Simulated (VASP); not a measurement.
Runs of VASP 6.6.1 on Rh. The structure is that of space group Im-3m (No. 229), or close to it. The cells are those of the table. 

```csv
level,cell,k mesh,cutoff (eV),gap on the mesh (eV),pressure (GPa)
r2SCAN,"a = 2.636 Å, angles 109.5°, 1 atom",20 × 20 × 20,550,none,1.2
PBE,"a = 2.691 Å, angles 109.5°, 1 atom",10 × 10 × 10,500,none,-7.7
r2SCAN,"a = 2.621 Å, angles 109.5°, 1 atom",20 × 20 × 20,550,none,5.9
r2SCAN,"a = 2.659 Å, angles 109.5°, 1 atom",20 × 20 × 20,550,none,(a)
PBE,"a = 2.659 Å, angles 109.5°, 1 atom",10 × 10 × 10,500,none,(b)
```

Alike in all rows: task single point; potentials or basis VASP PAW PBE potentials, release 64 (Rh_pv); no spin polarisation; smearing gaussian 0.05 eV.

Fill in the values left out.

(a) -5.2; (b) 0.0.

Caveats: the PAW data sets were made with another functional, which shifts forces and pressure a little (some runs).

A k mesh can miss the band edges, and the runs leave out spin-orbit coupling on Rh.

A gap of «none» marks levels without a gap at the run's occupations.
